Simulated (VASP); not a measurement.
Wanted: the native input for a VASP 6.6.1 run.

```yaml
Task: single point
Functional: PBE
Potentials_or_basis: VASP PAW PBE potentials, release 64 (Ta_sv_GW, Si, C)
Cutoff: 600 eV
k_mesh: 6 × 6 × 4
Occupations: gaussian, width 0.1 eV
Spin: no spin polarisation
Dipole_correction: no
Second_run: valence_matched
Further_INCAR_settings: ALGO = Normal; EDIFF = 1e-06; NBANDS = 34
```

The structure of Ta3SiC2 lies in POSCAR:

```
Ta3SiC2
1.0
    4.0819174900      0.0000000000      0.0000000000
   -2.0409587400      3.5350442400      0.0000000000
    0.0000000000      0.0000000000      6.5147891600
Ta Si C
3 1 2
Direct
    0.0000000000      0.0000000000      0.5000000000
    0.0000000000      0.0000000000      0.2316552200
    0.0000000000      0.0000000000      0.7683447800
    0.0000000000      0.0000000000      0.0000000000
    0.3333333300      0.6666666700      0.0000000000
    0.6666666700      0.3333333300      0.0000000000
```

The input as run:

INCAR

```
SYSTEM = Ta3SiC2
  PREC = Accurate
  ENCUT = 600
  EDIFF = 1E-6
  ISMEAR = 0
  SIGMA = 0.1
  LREAL = .FALSE.
  LASPH = .TRUE.
  NELM = 120
  ALGO = Normal
  ISIF = 2
  LWAVE = .FALSE.
  LCHARG = .TRUE.
  GGA = PE
  LELF = .TRUE.
  LVHAR = .TRUE.
  NBANDS = 34
  GGA_COMPAT = .FALSE.
```

KPOINTS

```
regular mesh
0
G
  6 6 4
  0 0 0
```

Potentials or basis: VASP PAW PBE potentials, release 64 (Ta_sv_GW, Si, C).

Launch:

```bash
$ cat potpaw_PBE.64/Ta_sv_GW/POTCAR potpaw_PBE.64/Si/POTCAR potpaw_PBE.64/C/POTCAR > POTCAR
$ mpirun -np 1 vasp_std > vasp.out
```

Results of the run:

```yaml
Pressure: 168.7 GPa
Largest_force: 11.768 eV/Å
```

Caveat: forces of over 1 eV/Å act on the atoms, so gaps and moduli don't describe the material at rest.

Wall time 110 s on 1 thread of Intel(R) Xeon(R) Platinum 8375C CPU @ 2.90GHz (Ice Lake), on a shared host, peak memory 0.29 GiB.
